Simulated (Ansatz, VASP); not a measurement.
**BAs: VASP beside Ansatz**

```
B As
1.0
     0.00000    2.38850    2.46015
     2.38850    0.00000    2.46015
     2.38850    2.38850    0.00000
B As
1 1
Direct
  0.00000 0.00000 0.00000
  0.75000 0.75000 0.75000
```

Change from the starting cell: zz strain of +3 %.

Alike in both runs: task single point; functional LDA; k mesh 15 × 15 × 15; occupations fermi-dirac, width 0.03 eV; no spin polarisation.

|  | VASP | Ansatz |
| --- | --- | --- |
| version | VASP 6.6.1 | Ansatz 0.2.0 |
| potentials or method | VASP PAW LDA potentials, release 64 (B, As), cutoff 520 eV | all-electron LAPW, scalar-relativistic |

Ansatz gave:

- pressure (GPa): -7.6
- traceless stress, the component that is largest in VASP (GPa): -4.17

Which values does VASP return?

Pressure (GPa): -6.8; traceless stress, the component that is largest in VASP (GPa): -4.15.

LDA's correlation is that of Perdew and Zunger in VASP and of Perdew and Wang (1992) in Ansatz. Ansatz ran all-electron here, and VASP with PAW potentials.
